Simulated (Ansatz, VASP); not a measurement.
This is a calculation of P for VASP 6.6.1.

File POSCAR:

```
P
1.0
    1.6904964118      0.9760085585      3.0657910646
   -1.6904964118      0.9760085585      3.0657910646
    0.0000000000     -1.9520171168      3.0657910646
P
2
Direct
    0.7729197500      0.7729197500      0.7729197500
    0.2270802500      0.2270802500      0.2270802500
```

The input INCAR.step1:

```
SYSTEM = P
ALGO = Normal
EDIFF = 1E-4
ENCUT = 520
GGA = PE
ISMEAR = 0
ISPIN = 2
LASPH = .True.
LCHARG = .False.
LREAL = .False.
LWAVE = .True.
MAGMOM = -0.06 -0.27
NBANDS = 16
NELM = 150
PREC = Accurate
SIGMA = 0.1
```

INCAR.step2

```
SYSTEM = P
ALGO = Normal
EDIFF = 1E-6
ENCUT = 520
ISIF = 2
ISMEAR = 0
ISPIN = 2
ISTART = 1
LASPH = .True.
LCHARG = .True.
LELF = .True.
LMIXTAU = .True.
LORBIT = 11
LREAL = .False.
LVHAR = .True.
LWAVE = .False.
MAGMOM = -0.06 -0.27
METAGGA = R2SCAN
NBANDS = 16
NELM = 150
PREC = Accurate
SIGMA = 0.1
```

The input KPOINTS:

```
k-points
0
Gamma
  9 9 9
  0 0 0
```

Potentials or basis: VASP PAW PBE potentials, release 64 (P).

Run with:

```console
$ cat potpaw_PBE.64/P/POTCAR > POTCAR
$ cp INCAR.step1 INCAR
$ mpirun -np 1 vasp_std > vasp.out
$ cp INCAR.step2 INCAR
$ mpirun -np 1 vasp_std > vasp.out
```

Question: Translate it to Ansatz 0.2.0. Potentials there: Ansatz NC.

Answer: As run (the cutoff follows the program's own potentials):

File input.yaml:

```yaml
crystal:
  lattice:
    - [1.6904964118, 0.9760085585, 3.0657910646]
    - [-1.6904964118, 0.9760085585, 3.0657910646]
    - [0.0, -1.9520171168, 3.0657910646]
  atoms:
    - { symbol: P, position: [0.77291975, 0.77291975, 0.77291975], spin: -0.06 }
    - { symbol: P, position: [0.22708025, 0.22708025, 0.22708025], spin: -0.27 }
hamiltonian:
  xc: r2scan
  pseudopotentials: { kind: nc }
magnetization:
  spin_polarized: true
kpoints:
  mp_grid: { grid: [9, 9, 9] }
scf:
  occupations: { method: gaussian, width: 0.1 }
output:
  forces: true
  stress: true
  eigenvalues: true
```

Potentials or basis: Ansatz NC.

Launch:

```console
$ ansatz run input.yaml --threads 1 --pin off --max-ram 2560MiB --backend cpu --events-out ev --progress --plain --runs-dir out
```

Both were run:

|  | VASP | Ansatz | Ansatz less VASP |
| --- | --- | --- | --- |
| gap on the k mesh at the Fermi level (eV) | none | none | - |
| pressure (GPa) | 6.5 | 7.2 | +0.68 |
| traceless stress, the component that is largest in VASP (GPa) | -2.05 | -2.15 | -0.105 |
| rms of the force components (eV/Å) | 0.183 | 0.240 | +0.0561 |
| net moment per atom (μB) | 0.00 | 0.00 | 0.000 |

VASP's potentials were made for PBE, not for r2SCAN. Atom by atom the forces differ by 0.056 eV/Å (rms over components). A gap of «none» marks a metal or a gap that the smearing closes.
